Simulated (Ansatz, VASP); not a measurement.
# One calculation of Ti3Al, two programs

```
CELL_PARAMETERS angstrom
0.00000 3.18479 3.18479
3.18479 0.00000 3.18479
3.18479 3.18479 0.00000
ATOMIC_POSITIONS crystal
Ti 0.75000 0.75000 0.75000
Ti 0.25000 0.25000 0.25000
Ti 0.00000 0.00000 0.00000
Al 0.50000 0.50000 0.50000
```

Alike in both runs: functional PBEsol; k mesh 12 × 12 × 12; occupations gaussian, width 0.1 eV; no spin polarisation.

Ansatz relaxed the structure, and its values are those at the end. VASP's run is a single point on that final structure, the one shown.

|  | VASP | Ansatz |
| --- | --- | --- |
| version | VASP 6.6.1 | Ansatz 0.2.0 |
| potentials or method | VASP PAW PBE potentials, release 64 (Ti_sv, Al), cutoff 520 eV | scalar-relativistic, plane waves, PAW |
| valence electrons in the cell | 39 | 39 |

|  | VASP | Ansatz | Ansatz less VASP |
| --- | --- | --- | --- |
| gap on the k mesh at the Fermi level (eV) | none | none | - |
| pressure (GPa) | -0.1 | 0.0 | +0.06 |

VASP's potentials were made for PBE, not for PBEsol, and Ansatz warns of the same on its side. A gap of «none» marks a metal or a gap that the smearing closes.
